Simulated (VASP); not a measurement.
Write the native input for VASP 6.6.1 that does the following.

- Task: single point
- Functional: r2SCAN
- Potentials or basis: VASP PAW PBE potentials, release 64 (Cd, S)
- Cutoff: 520 eV
- k mesh: 6 × 6 × 4
- Occupations: gaussian, width 0.02 eV
- Spin: no spin polarisation
- Dipole correction: no
- Further INCAR settings: ALGO = Normal; EDIFF = 1e-07; NBANDS = 26

Crystal: CdS.

```
Cd S
1.0
     4.29860    0.00000    0.00000
    -2.14930    3.72270    0.00000
     0.00000    0.00000    6.98374
Cd S
2 2
Direct
  0.33333 0.66667 0.99903
  0.66667 0.33333 0.49903
  0.33333 0.66667 0.37597
  0.66667 0.33333 0.87597
```

The input as run:

POSCAR

```
CdS
1.0
    4.2986042468      0.0000000000      0.0000000000
   -2.1493021234      3.7227004786      0.0000000000
    0.0000000000      0.0000000000      6.9837433159
Cd S
2 2
Direct
    0.3333333333      0.6666666667     -0.0009748770
    0.6666666667      0.3333333333      0.4990251230
    0.3333333333      0.6666666667      0.3759748770
    0.6666666667      0.3333333333      0.8759748770
```

INCAR.step1

```
ALGO     = Normal         # electronic algorithm
EDIFF    = 1E-4           # SCF threshold, eV
ENCUT    = 520            # plane-wave cutoff, eV
GGA      = PE             # functional
ISMEAR   = 0              # smearing method
LASPH    = T              # aspherical terms in the spheres
LCHARG   = F              # write CHGCAR
LREAL    = F              # projectors in reciprocal space
LWAVE    = T              # write WAVECAR
NBANDS   = 26             # bands
NELM     = 100            # most SCF steps
PREC     = Accurate       # precision mode
SIGMA    = 0.02           # smearing width, eV
```

INCAR.step2

```
ALGO     = Normal         # electronic algorithm
EDIFF    = 1E-7           # SCF threshold, eV
ENCUT    = 520            # plane-wave cutoff, eV
ISIF     = 2              # what is computed and relaxed
ISMEAR   = 0              # smearing method
ISTART   = 1            
LASPH    = T              # aspherical terms in the spheres
LCHARG   = F              # write CHGCAR
LMIXTAU  = T            
LREAL    = F              # projectors in reciprocal space
LWAVE    = F              # write WAVECAR
METAGGA  = R2SCAN         # meta-GGA
NBANDS   = 26             # bands
NELM     = 100            # most SCF steps
PREC     = Accurate       # precision mode
SIGMA    = 0.02           # smearing width, eV
```

KPOINTS

```
k-points
0
Gamma
  6 6 4
```

Potentials or basis: VASP PAW PBE potentials, release 64 (Cd, S).

Launch:

```bash
$ cat potpaw_PBE.64/Cd/POTCAR potpaw_PBE.64/S/POTCAR > POTCAR
$ cp INCAR.step1 INCAR
$ mpirun -np 1 vasp_std > vasp.out
$ cp INCAR.step2 INCAR
$ mpirun -np 1 vasp_std > vasp.out
```

It gave:

The pressure is -4.5 GPa and the largest force is 0.003 eV/Å. The band gap on the k mesh is 1.38 eV.

Caveat: the cell stands under tension; the PAW data sets were made with another functional, which shifts forces and pressure a little.

It took 3.2 min on 1 thread of Intel(R) Xeon(R) Platinum 8488C (Sapphire Rapids), with other jobs on the host, peak memory 0.26 GiB.
